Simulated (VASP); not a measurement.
# NaI (Fm-3m) in VASP: further runs

Aim: see how the results for NaI move with the level of theory and the settings. Levels: LDA, r2SCAN, PBEsol, HSE06. Tasks: single point.

All numbers are computed with VASP 6.6.1; they aren't measurements. Logs are shortened: lines on timing, memory, paths and dates and some standing lists are left out, and cuts for length are marked.

## (1) The cell of the first run

Symmetry: Fm-3m, No. 225, cubic system. Conventional cell: a = 6.459 Å, b = 6.459 Å, c = 6.459 Å, α = 90.00°, β = 90.00°, γ = 90.00°. Na (site symmetry m-3m) has 6 I at 3.23 Å within 4.2 Å. Within 4.2 Å of I (site symmetry m-3m) lie 6 Na at 3.23 Å.

## (2) Single point, LDA

Contents of INCAR:

```
SYSTEM = NaI
PREC = Accurate
ENCUT = 520
EDIFF = 1E-7
ISMEAR = 0
SIGMA = 0.01
LREAL = .False.
LASPH = .True.
NELM = 100
ALGO = Normal
ISIF = 2
LWAVE = .False.
LCHARG = .False.
GGA = CA
NBANDS = 14
```

Contents of KPOINTS:

```
Automatic mesh
0
Gamma
  6 6 6
  0 0 0
```

Contents of POSCAR:

```
NaI
1.0
    0.0000000000      3.2297205553      3.2297205553
    3.2297205553      0.0000000000      3.2297205553
    3.2297205553      3.2297205553      0.0000000000
Na I
1 1
Direct
    0.0000000000      0.0000000000      0.0000000000
    0.5000000000      0.5000000000      0.5000000000
```

Potentials or basis: VASP PAW LDA potentials, release 64 (Na_pv, I).

Command:

```sh
cat potpaw_LDA.64/Na_pv/POTCAR potpaw_LDA.64/I/POTCAR > POTCAR
mpirun -np 1 vasp_std > vasp.out
```

OUTCAR:

```text
SYSTEM = NaI
   PREC = Accurate
   ENCUT = 520
   EDIFF = 1E-7
   ISMEAR = 0
   LREAL = .False.
   LASPH = .True.
   NELM = 100
   ISIF = 2
   GGA = CA

 ion  position               nearest neighbor table
   1  0.000  0.000  0.000-
   2  0.500  0.500  0.500-

  LATTYP: Found a face centered cubic cell.
 ALAT       =     6.4594411106

  Lattice vectors:

 A1 = (   0.0000000000,   3.2297205553,   3.2297205553)
 A2 = (   3.2297205553,   0.0000000000,   3.2297205553)
 A3 = (   3.2297205553,   3.2297205553,   0.0000000000)

Analysis of symmetry for initial positions (statically):
=====================================================================
 Subroutine PRICEL returns:
 Original cell was already a primitive cell.

 Routine SETGRP: Setting up the symmetry group for a
 face centered cubic supercell.

 Subroutine GETGRP returns: Found 48 space group operations
 (whereof 48 operations were pure point group operations)
 out of a pool of 48 trial point group operations.

The static configuration has the point symmetry O_h .

Analysis of symmetry for dynamics (positions and initial velocities):
=====================================================================
 Subroutine PRICEL returns:
 Original cell was already a primitive cell.

 Routine SETGRP: Setting up the symmetry group for a
 face centered cubic supercell.

 Subroutine GETGRP returns: Found 48 space group operations
 (whereof 48 operations were pure point group operations)
 out of a pool of 48 trial point group operations.

The dynamic configuration has the point symmetry O_h .

 Subroutine INISYM returns: Found 48 space group operations
 (whereof 48 operations are pure point group operations),
 and found     1 'primitive' translations

----------------------------------------------------------------------------------------

                                     Primitive cell

  volume of cell :      67.3790

  direct lattice vectors                    reciprocal lattice vectors
     0.000000000  3.229720555  3.229720555    -0.154812155  0.154812155  0.154812155
     3.229720555  0.000000000  3.229720555     0.154812155 -0.154812155  0.154812155
     3.229720555  3.229720555  0.000000000     0.154812155  0.154812155 -0.154812155

  length of vectors
     4.567514612  4.567514612  4.567514612     0.268142519  0.268142519  0.268142519

  position of ions in fractional coordinates (direct lattice)
     0.000000000  0.000000000  0.000000000
[... 79 lines left out ...]
   PSTRESS=    0.0 pullay stress
   NELECT =      14.0000    total number of electrons
   NUPDOWN=      -1.0000    fix difference up-down
   EMIN   =  10.00;   EMAX   =-10.00  energy-range for DOS
   EFERMI =   0.00;   METHOD = LEGACY
   ISMEAR =     0;   SIGMA  =   0.01  broadening in eV -4-tet -1-fermi 0-gaus
   EFERMI_NEDOS =   21; number of points for ismear=-14 and -15
   IALGO  =     38    algorithm
   IMIX   =      4    mixing-type and parameters
     AMIX     =   0.40;   BMIX     =  1.00
     AMIX_MAG =   1.60;   BMIX_MAG =  1.00
  volume/ion in A,a.u.               =      33.69       227.35
  Fermi-wavevector in a.u.,A,eV,Ry     =   0.969637  1.832348 12.792145  0.940196
  Thomas-Fermi vector in A             =   2.099706
   LORBIT       =      0    0 simple, 1 ext, 2 COOP (PROOUT), +10 PAW based schemes
   GGA     = CA    functional components
   LHFCALC =     F    Hartree Fock is set to
   AEXX    =    0.0000 exact exchange contribution
   IVDW    =     0    specifies the selected vdW correction
   LEPSILON=     F    determine dielectric tensor
   LRPA    =     F    only Hartree local field effects (RPA)
 non-spin polarized calculation
 Gauss-broadening in eV      SIGMA  =   0.01
  energy-cutoff  :      520.00
  volume of cell :       67.38
 maximum number of plane-waves:      1837
 NGX is ok and might be reduce to    36
   NGX = 17   NGY = 17   NGZ = 17

 number of electron      14.0000003 magnetization

 Free energy of the ion-electron system (eV)
  ---------------------------------------------------
  ext. energy  EPLUGINS =         0.00000000
  ---------------------------------------------------
  free energy    TOTEN  =        -5.98580764 eV

  energy without entropy =       -5.98580764  energy(sigma->0) =       -5.98580764

 E-fermi :   0.8000     XC(G=0):  -8.1247

 val. band max:        0.6627002959   @ k =   0.0000   0.0000   0.0000
 cond. band min:       4.0241253531   @ k =   0.0000   0.0000   0.0000
 fundamental gap:      3.3614250573
 Fermi energy:         0.8000415064

 k-point     1 :       0.0000    0.0000    0.0000
  band No.  band energies     occupation
      1     -21.7184      2.00000
      2     -21.7184      2.00000
      3     -21.7184      2.00000
      4     -10.4367      2.00000
      5       0.6627      2.00000
      6       0.6627      2.00000
      7       0.6627      2.00000
      8       4.0241      0.00000
      9       8.4599      0.00000
     10       8.4599      0.00000
     11       8.4599      0.00000
     12      10.3390      0.00000
     13      10.3390      0.00000
     14      10.8602      0.00000
[... 241 lines left out ...]
      1     -21.7222      2.00000
      2     -21.7209      2.00000
      3     -21.7204      2.00000
      4     -10.0285      2.00000
      5      -1.0723      2.00000
      6      -0.4871      2.00000
      7      -0.2656      2.00000
      8       5.8168      0.00000
      9       6.9914      0.00000
     10       9.0617      0.00000
     11       9.0927      0.00000
     12      12.0335      0.00000
     13      12.9415      0.00000
     14      13.2015      0.00000

------------------------ aborting loop because EDIFF is reached ----------------------------------------

  FORCE on cell =-STRESS in cart. coord.  units (eV):
  Direction    XX          YY          ZZ          XY          YZ          ZX
  --------------------------------------------------------------------------------------
  -------------------------------------------------------------------------------------
  Total       -0.6503197     -0.6503197     -0.6503197      0.0000000      0.0000000      0.0000000
  in kB      -15.4636730    -15.4636730    -15.4636730      0.0000000      0.0000000      0.0000000
  external PRESSURE =     -15.4636730 kB  Pullay stress =       0.0000000 kB

 VOLUME and BASIS-vectors are now :
 -----------------------------------------------------------------------------
  energy-cutoff  :      520.00
  volume of cell :       67.38
      direct lattice vectors                 reciprocal lattice vectors
     0.000000000  3.229720555  3.229720555    -0.154812155  0.154812155  0.154812155
     3.229720555  0.000000000  3.229720555     0.154812155 -0.154812155  0.154812155
     3.229720555  3.229720555  0.000000000     0.154812155  0.154812155 -0.154812155

 POSITION                                       TOTAL-FORCE (eV/Angst)
 -----------------------------------------------------------------------------------
      0.00000      0.00000      0.00000         0.000000     -0.000000      0.000000
      3.22972      3.22972      3.22972        -0.000000      0.000000     -0.000000
 -----------------------------------------------------------------------------------
    total drift:                                0.000000      0.000000      0.000000

  FREE ENERGIE OF THE ION-ELECTRON SYSTEM (eV)
  ---------------------------------------------------
  free  energy   TOTEN  =        -5.9858076380 eV

  energy  without entropy=       -5.9858076380  energy(sigma->0) =       -5.98580764
```

OSZICAR:

```text
N       E                     dE             d eps       ncg     rms          rms(c)
DAV:   1     0.864535336849E+02    0.86454E+02   -0.65321E+03   448   0.889E+02
DAV:   2     0.759138935958E+00   -0.85694E+02   -0.80786E+02   492   0.224E+02
DAV:   3    -0.589457727586E+01   -0.66537E+01   -0.66052E+01   580   0.605E+01
DAV:   4    -0.605932780912E+01   -0.16475E+00   -0.16473E+00   556   0.959E+00
DAV:   5    -0.606284669338E+01   -0.35189E-02   -0.35189E-02   616   0.130E+00    0.161E+00
DAV:   6    -0.600069526533E+01    0.62151E-01   -0.60303E-02   538   0.161E+00    0.105E+00
DAV:   7    -0.598630196677E+01    0.14393E-01   -0.44654E-02   576   0.115E+00    0.495E-01
DAV:   8    -0.598586703666E+01    0.43493E-03   -0.30742E-03   514   0.470E-01    0.109E-01
DAV:   9    -0.598580825679E+01    0.58780E-04   -0.15855E-04   556   0.119E-01    0.315E-02
DAV:  10    -0.598580778252E+01    0.47426E-06   -0.20169E-05   634   0.481E-02    0.650E-03
DAV:  11    -0.598580763154E+01    0.15098E-06   -0.11212E-06   612   0.126E-02    0.440E-03
DAV:  12    -0.598580763797E+01   -0.64283E-08   -0.49885E-08   356   0.235E-03
   1 F= -.59858076E+01 E0= -.59858076E+01  d E =-.943400E-86
```

stdout:

```text
POSCAR found type information on POSCAR NaI
 POSCAR found :  2 types and       2 ions
 scaLAPACK will be used
 LDA part: xc-table for (Slater(with rela. corr.)+CA(PZ))
 , standard interpolation
 POSCAR, INCAR and KPOINTS ok, starting setup
 FFT: planning ... GRIDC
 FFT: planning ... GRID_SOFT
 FFT: planning ... GRID
 WAVECAR not read
 entering main loop
```

Wall time 10 s (1 thread of AMD EPYC 9R14 (Zen 4), shared host); peak memory 0.15 GiB.

What came out:

```
Free energy            : -5.9858 eV
Pressure               : -1.5 GPa
Band gap on the k mesh : 3.36 eV, direct
```

Levels at points of the mesh, in eV from the valence-band top:
```csv
k point,band 4,band 5,band 6,band 7,band 8,band 9,band 10,band 11
"(0.00, 0.00, 0.00)",-11.10,0.00,0.00,0.00,3.36,7.80,7.80,7.80
"(0.50, 0.00, 0.00)",-10.78,-2.27,-0.29,-0.29,4.86,7.28,7.28,8.52
"(0.50, 0.50, 0.00)",-10.70,-1.98,-0.77,-0.77,4.27,5.36,9.65,11.06
```

Caveat: spin-orbit coupling is left out, which moves the levels of the heavy elements.

[end of part 1 of 3]
